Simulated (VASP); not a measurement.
HfO2, 12 atoms in the cell. It takes space group Fm-3m (No. 225, cubic). The conventional cell has a = 5.115 Å, b = 5.115 Å, c = 5.115 Å, α = 90.00°, β = 90.00°, γ = 90.00°. Hf (site symmetry m-3m) has 8 O at 2.21 Å within 2.9 Å. Within 2.9 Å of O (site symmetry -43m) lie 4 Hf at 2.21 Å and 6 O at 2.56 Å. 

```yaml
Program: VASP 6.6.1
Task: single point
Functional: r2SCAN
Potentials_or_basis: VASP PAW PBE potentials, release 64 (Hf_pv, O)
Cutoff: 520 eV
k_mesh: 6 × 6 × 3
Occupations: gaussian, width 0.05 eV
Spin: no spin polarisation
Dipole_correction: no
Further_INCAR_settings: ALGO = Normal; EDIFF = 1e-06; NBANDS = 56
```

Potentials or basis: VASP PAW PBE potentials, release 64 (Hf_pv, O).

The run is started by

```console
$ cat potpaw_PBE.64/Hf_pv/POTCAR potpaw_PBE.64/O/POTCAR > POTCAR
$ cp INCAR.step1 INCAR
$ mpirun -np 1 vasp_std > vasp.out
$ cp INCAR.step2 INCAR
$ mpirun -np 1 vasp_std > vasp.out
```

Hardware: 1 thread of Intel(R) Xeon(R) Platinum 8259CL CPU @ 2.50GHz (Skylake/Cascade Lake) (shared host).

Task: Estimate the wall time of this run.

Result: Run time: 12 min on 1 thread of Intel(R) Xeon(R) Platinum 8259CL CPU @ 2.50GHz (Skylake/Cascade Lake), on a shared host, peak memory 0.32 GiB. Counts: k points 20.
